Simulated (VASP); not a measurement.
Input of a VASP 6.6.1 run:

File INCAR:

```
SYSTEM = Bi
PREC = Accurate
ENCUT = 400
EDIFF = 1E-6
ISMEAR = 0
SIGMA = 0.1
LREAL = .False.
LASPH = .True.
NELM = 120
ALGO = Normal
ISIF = 2
LWAVE = .False.
LCHARG = .False.
LDIPOL = .True.
IDIPOL = 3
DIPOL = 0.5 0.5 0.500
GGA = PE
NBANDS = 46
GGA_COMPAT = .False.
NELMDL = -8
```

The input KPOINTS:

```
regular mesh
0
Gamma
  15 15 1
  0 0 0
```

POSCAR

```
Bi
1.0
    4.5390003000      0.0000000000      0.0000000000
   -2.2695001500      3.9308895700      0.0000000000
    0.0000000000      0.0000000000     43.6579997790
Bi
5
Direct
    0.6666666668      0.3333333332      0.2290530957
    0.3333333332      0.6666666665      0.3645265478
    0.6666666668      0.3333333332      0.5000000000
    0.3333333332      0.6666666665      0.6354734522
    0.6666666668      0.3333333332      0.7709469043
```

Potentials or basis: VASP PAW PBE potentials, release 64 (Bi_d).

Command:

```sh
$ cat potpaw_PBE.64/Bi_d/POTCAR > POTCAR
$ mpirun -np 1 vasp_std > vasp.out
```

Task: What does it give for the largest force?

Result: 0.034 eV/Å.

Forces on the atoms (eV/Å):
```
Bi   0.000  0.000  0.034
Bi   0.000  0.000  0.001
Bi   0.000  0.000  0.000
Bi   0.000  0.000 -0.001
Bi   0.000  0.000 -0.034
```
